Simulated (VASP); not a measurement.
A run of VASP 6.6.1 is set up as follows.

Contents of INCAR:

```
  PREC = Accurate
  ENCUT = 520
  EDIFF = 1E-6
  ISMEAR = 0
  SIGMA = 0.15
  LREAL = F
  LASPH = T
  NELM = 100
  ALGO = Fast
  ISIF = 2
  LWAVE = F
  LCHARG = F
  GGA = PS
  NBANDS = 11
```

Contents of KPOINTS:

```
Automatic mesh
0
Gamma
  16 16 16
```

Contents of POSCAR:

```
Ca
1.0
   -1.9040000000      2.5760000000      2.2400000000
    1.9040000000     -2.5760000000      2.2400000000
    1.9040000000      2.5760000000     -2.2400000000
Ca
1
Direct
    0.0000000000      0.0000000000      0.0000000000
```

Potentials or basis: VASP PAW PBE potentials, release 64 (Ca_sv).

Launch:

```bash
$ cat potpaw_PBE.64/Ca_sv/POTCAR > POTCAR
$ mpirun -np 1 vasp_std > vasp.out
```

Task: What does it give for the band gap on the k mesh?

Result: Zero (band 5 reaches 2.01 eV, above the bottom of band 6 at 1.32 eV).

Task: Estimate the pressure.

Result: -1.1 GPa.

Stress tensor (GPa, compression positive):
```
 0.54  0.00  0.00
 0.00 -1.46  0.00
 0.00  0.00 -2.50
```

Caveat: the cell differs from its parent crystal (strain -0.1500 x Voigt [1, -1, 0, 0, 0, 0]); the PAW data sets were made with another functional, which shifts forces and pressure a little.
